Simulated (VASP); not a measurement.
# As (P-1) in VASP: a series of runs, part 2 of 2

VASP 6.6.1.

## 5. Single point, PBE

INCAR

```
SYSTEM = As
PREC = Accurate
ENCUT = 520
EDIFF = 1E-6
ISMEAR = 1
SIGMA = 0.05
LREAL = .False.
LASPH = .True.
NELM = 100
ALGO = Normal
ISIF = 2
LWAVE = .False.
LCHARG = .False.
GGA = PE
NBANDS = 8
```

KPOINTS

```
regular mesh
0
Gamma
  16 16 16
  0 0 0
```

POSCAR

```
As
1.0
    2.7100410000     -0.0173790000     -0.0118580000
   -0.0173790000      2.7297000000      0.0332640000
   -0.0118580000      0.0332640000      2.6721930000
As
1
Direct
    0.4843510000      0.5055250000      0.4963750000
```

Potentials or basis: VASP PAW PBE potentials, release 64 (As).

The run is started by

```
$ cat potpaw_PBE.64/As/POTCAR > POTCAR
$ mpirun -np 1 vasp_std > vasp.out
```

OUTCAR:

```text
SYSTEM = As
   PREC = Accurate
   ENCUT = 520
   EDIFF = 1E-6
   ISMEAR = 1
   LREAL = .False.
   LASPH = .True.
   NELM = 100
   ISIF = 2
   GGA = PE

 ion  position               nearest neighbor table
   1  0.484  0.506  0.496-

  LATTYP: Found a triclinic cell.
 ALAT       =     2.7299579875
 B/A-ratio  =     1.3820344370
 C/A-ratio  =     0.9927342026
 COS(alpha) =     0.0029859213
 COS(beta)  =     0.0128311730
 COS(gamma) =     0.7061052128

  Lattice vectors:

 A1 = (  -0.0173790000,   2.7297000000,   0.0332640000)
 A2 = (  -0.0055210000,   2.6964360000,  -2.6389290000)
 A3 = (  -2.7100410000,   0.0173790000,   0.0118580000)

Analysis of symmetry for initial positions (statically):
=====================================================================
 Subroutine PRICEL returns:
 Original cell was already a primitive cell.

 Routine SETGRP: Setting up the symmetry group for a
 triclinic supercell.

 Subroutine GETGRP returns: Found  2 space group operations
 (whereof  1 operations were pure point group operations)
 out of a pool of  2 trial point group operations.

The static configuration has the point symmetry C_1 .
 The point group associated with its full space group is S_2 .

Analysis of symmetry for dynamics (positions and initial velocities):
=====================================================================
 Subroutine PRICEL returns:
 Original cell was already a primitive cell.

 Routine SETGRP: Setting up the symmetry group for a
 triclinic supercell.

 Subroutine GETGRP returns: Found  2 space group operations
 (whereof  1 operations were pure point group operations)
 out of a pool of  2 trial point group operations.

The dynamic configuration has the point symmetry C_1 .
 The point group associated with its full space group is S_2 .

 Subroutine INISYM returns: Found  2 space group operations
 (whereof  1 operations are pure point group operations),
 and found     1 'primitive' translations

----------------------------------------------------------------------------------------

                                     Primitive cell

  volume of cell :      19.7636

  direct lattice vectors                    reciprocal lattice vectors
     2.710041000 -0.017379000 -0.011858000     0.369020086  0.002329814  0.001608544
    -0.017379000  2.729700000  0.033264000     0.002329814  0.366410913 -0.004550819
    -0.011858000  0.033264000  2.672193000     0.001608544 -0.004550819  0.374288254

  length of vectors
     2.710122666  2.729957987  2.672426339     0.369030947  0.366446579  0.374319375

  position of ions in fractional coordinates (direct lattice)
     0.484351000  0.505525000  0.496375000

  ion indices of the primitive-cell ions
   primitive index   ion index
                 1           1

----------------------------------------------------------------------------------------

 KPOINTS: regular mesh

Automatic generation of k-mesh.
 Grid dimensions read from file:
 generate k-points for:   16   16   16

 Generating k-lattice:

  Cartesian coordinates                     Fractional coordinates (reciprocal lattice)
     0.023063755  0.000145613  0.000100534     0.062500000  0.000000000  0.000000000
     0.000145613  0.022900682 -0.000284426     0.000000000  0.062500000 -0.000000000
     0.000100534 -0.000284426  0.023393016     0.000000000 -0.000000000  0.062500000

  Length of vectors
     0.023064434  0.022902911  0.023394961

  Shift w.r.t. Gamma in fractional coordinates (k-lattice)
     0.000000000  0.000000000  0.000000000

 Subroutine IBZKPT returns following result:
 ===========================================

 Found   2052 irreducible k-points:

 Following reciprocal coordinates:
            Coordinates               Weight
  0.000000  0.000000  0.000000      1.000000
  0.062500  0.000000 -0.000000      2.000000
  0.125000  0.000000 -0.000000      2.000000
  0.187500  0.000000  0.000000      2.000000
  0.250000  0.000000 -0.000000      2.000000
  0.312500  0.000000  0.000000      2.000000
[... 16 lines left out ...]
 -0.187500  0.062500  0.000000      2.000000
 -0.125000  0.062500  0.000000      2.000000
 [... further k-points ...]
   k-points           NKPTS =   2052   k-points in BZ     NKDIM =   2052   number of bands    NBANDS=      8
   number of dos      NEDOS =    301   number of ions     NIONS =      1
   total plane-waves  NPLWV =   8000
   dimension x,y,z NGX =    20 NGY =   20 NGZ =   20
   dimension x,y,z NGXF=    40 NGYF=   40 NGZF=   40
   ions per type =               1
   NGX,Y,Z   is equivalent  to a cutoff of  12.27, 12.18, 12.44 a.u.
   NGXF,Y,Z  is equivalent  to a cutoff of  24.54, 24.36, 24.88 a.u.
 SYSTEM =  As
   PREC   = accura    normal or accurate (medium, high low for compatibility)
   ISTART =      0    job   : 0-new  1-cont  2-samecut
   ICHARG =      2    charge: 1-file 2-atom 10-const
   ISPIN  =      1    spin polarized calculation?
   LNONCOLLINEAR =      F non collinear calculations
   LSORBIT =      F    spin-orbit coupling
   LASPH  =      T    aspherical Exc in radial PAW
   ENCUT  =  520.0 eV  38.22 Ry    6.18 a.u.   5.04  5.08  4.97*2*pi/ulx,y,z
   NELM   =    100;   NELMIN=  2; NELMDL= -5     # of ELM steps
   EDIFF  = 0.1E-05   stopping-criterion for ELM
   LREAL  =      F    real-space projection
   EDIFFG = 0.1E-04   stopping-criterion for IOM
   NSW    =      0    number of steps for IOM
   IBRION =     -1    ionic relax: 0-MD 1-quasi-New 2-CG
   NFREE  =      0    steps in history (QN), initial steepest desc. (CG)
   ISIF   =      2    stress and relaxation
   ISYM   =      2    0-nonsym 1-usesym 2-fastsym
   POTIM  = 0.5000    time-step for ionic-motion
   TEBEG  =    0.0;   TEEND  =   0.0 temperature during run
   PSTRESS=    0.0 pullay stress
   NELECT =       5.0000    total number of electrons
   NUPDOWN=      -1.0000    fix difference up-down
   EMIN   =  10.00;   EMAX   =-10.00  energy-range for DOS
   EFERMI =   0.00;   METHOD = LEGACY
   ISMEAR =     1;   SIGMA  =   0.05  broadening in eV -4-tet -1-fermi 0-gaus
   EFERMI_NEDOS =   21; number of points for ismear=-14 and -15
   IALGO  =     38    algorithm
   IMIX   =      4    mixing-type and parameters
     AMIX     =   0.40;   BMIX     =  1.00
     AMIX_MAG =   1.60;   BMIX_MAG =  1.00
  volume/ion in A,a.u.               =      19.76       133.37
  Fermi-wavevector in a.u.,A,eV,Ry     =   1.035403  1.956627 14.586240  1.072058
  Thomas-Fermi vector in A             =   2.169744
   LORBIT       =      0    0 simple, 1 ext, 2 COOP (PROOUT), +10 PAW based schemes
   GGA     = PE    functional components
   LHFCALC =     F    Hartree Fock is set to
   AEXX    =    0.0000 exact exchange contribution
   IVDW    =     0    specifies the selected vdW correction
   LEPSILON=     F    determine dielectric tensor
   LRPA    =     F    only Hartree local field effects (RPA)
 non-spin polarized calculation
 Methfessel and Paxton  Order N= 1 SIGMA  =   0.05
  energy-cutoff  :      520.00
  volume of cell :       19.76
 maximum number of plane-waves:       544
   NGX = 11   NGY = 11   NGZ =  9

 number of electron       5.0000000 magnetization

 Free energy of the ion-electron system (eV)
  ---------------------------------------------------
  ext. energy  EPLUGINS =         0.00000000
  ---------------------------------------------------
  free energy    TOTEN  =        -4.54878144 eV

  energy without entropy =       -4.54874990  energy(sigma->0) =       -4.54877093

 E-fermi :   5.9620     XC(G=0): -10.4352

 val. band max:        5.9593563914   @ k =  -0.4375   0.2500   0.0000
 cond. band min:       5.9656947986   @ k =   0.2500  -0.1250   0.3750
 fundamental gap:      0.0063384072
 Fermi energy:         5.9620252594

 k-point     1 :       0.0000    0.0000    0.0000
  band No.  band energies     occupation
      1      -9.0489      2.00000
      2       9.7558      0.00000
      3      10.0117      0.00000
      4      10.5163      0.00000
      5      14.2795      0.00000
      6      14.5393      0.00000
      7      16.5538      0.00000
      8      30.4758      0.00000
[... 243 lines left out ...]
 k-point    24 :      -0.1250    0.0625    0.0000
  band No.  band energies     occupation
      1      -8.6974      2.00000
      2       7.2939      0.00000
      3       9.1346      0.00000
      4      10.8148      0.00000
      5      15.3101      0.00000
      6      16.3828      0.00000
      7      18.5497      0.00000
      8      25.9399      0.00000

 [... further k-points ...]

------------------------ aborting loop because EDIFF is reached ----------------------------------------

  FORCE on cell =-STRESS in cart. coord.  units (eV):
  Direction    XX          YY          ZZ          XY          YZ          ZX
  --------------------------------------------------------------------------------------
  -------------------------------------------------------------------------------------
  Total        0.2753542      0.0664923      0.6154162      0.0615523     -0.1312973      0.0382502
  in kB       22.3221197      5.3903289     49.8899043      4.9898583    -10.6438661      3.1008284
  external PRESSURE =      25.8674510 kB  Pullay stress =       0.0000000 kB

 VOLUME and BASIS-vectors are now :
 -----------------------------------------------------------------------------
  energy-cutoff  :      520.00
  volume of cell :       19.76
      direct lattice vectors                 reciprocal lattice vectors
     2.710041000 -0.017379000 -0.011858000     0.369020086  0.002329814  0.001608544
    -0.017379000  2.729700000  0.033264000     0.002329814  0.366410913 -0.004550819
    -0.011858000  0.033264000  2.672193000     0.001608544 -0.004550819  0.374288254

 POSITION                                       TOTAL-FORCE (eV/Angst)
 -----------------------------------------------------------------------------------
      1.29794      1.38803      1.33748        -0.000000     -0.000000      0.000000
 -----------------------------------------------------------------------------------
    total drift:                                0.000002      0.000002     -0.000003

  FREE ENERGIE OF THE ION-ELECTRON SYSTEM (eV)
  ---------------------------------------------------
  free  energy   TOTEN  =        -4.5487814360 eV

  energy  without entropy=       -4.5487499031  energy(sigma->0) =       -4.54877093
```

Run time: 2.3 min. Hardware: 1 thread of Intel Xeon 8259CL, shared host; peak memory 0.4 GiB.

What came out:

```yaml
Free_energy: -4.5488 eV
Pressure: 2.6 GPa
Band_gap_on_the_k_mesh: zero (an odd number of electrons rules out a gap without spin polarisation)
```

## 6. The runs side by side

```tsv
level	potentials or basis	k mesh	smearing	gap on the mesh (eV)	pressure (GPa)
LDA	VASP PAW LDA potentials, release 64 (As)	13 × 13 × 14	gaussian 0.05 eV	none	-2.4
PBE	VASP PAW PBE potentials, release 64 (As)	13 × 13 × 14	methfessel-paxton 0.05 eV	none	2.8
LDA	VASP PAW LDA potentials, release 64 (As)	16 × 16 × 16	gaussian 0.05 eV	none	-2.7
PBE	VASP PAW PBE potentials, release 64 (As)	16 × 16 × 16	methfessel-paxton 0.05 eV	none	2.6
```

Alike in all rows: task single point; no spin polarisation; cell as given; cutoff (eV) 520.

Caveats: the stress differs along the axes, from -5 to 1 GPa (at least some runs); the stress differs along the axes, from -0 to 7 GPa (at least some runs).

Total energies depend on the potentials used, so only differences within one code and one set of settings carry meaning.
